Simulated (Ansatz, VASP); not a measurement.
Two plane-wave programs on N

```xyz
2
Lattice="9.0000 0.0000 0.0000 0.0000 9.5000 0.0000 0.0000 0.0000 10.0000" Properties=species:S:1:pos:R:3 pbc="T T T"
N     4.5000    4.7500    4.4534
N     4.5000    4.7500    5.5466
```

Alike in both runs: functional LDA; k mesh 1 × 1 × 1; occupations fermi-dirac, width 0.02 eV; no spin polarisation.

Ansatz relaxed the structure, and its values are those at the end. VASP's run is a single point on that final structure, the one shown.

|  | VASP | Ansatz |
| --- | --- | --- |
| version | VASP 6.6.1 | Ansatz 0.2.0 |
| potentials or method | VASP PAW LDA potentials, release 64 (N_h), cutoff 1000 eV | plane waves, PAW |
| valence electrons in the cell | 10 | 10 |

|  | VASP | Ansatz | Ansatz less VASP |
| --- | --- | --- | --- |
| rms of the force components (eV/Å) | 0.178 | 0.005 | -0.1724 |

LDA's correlation is that of Perdew and Zunger in VASP and of Perdew and Wang (1992) in Ansatz. One of these differences is far larger than is usual between the two programs; its cause wasn't traced. Ansatz's warnings: stress scf threshold loose.
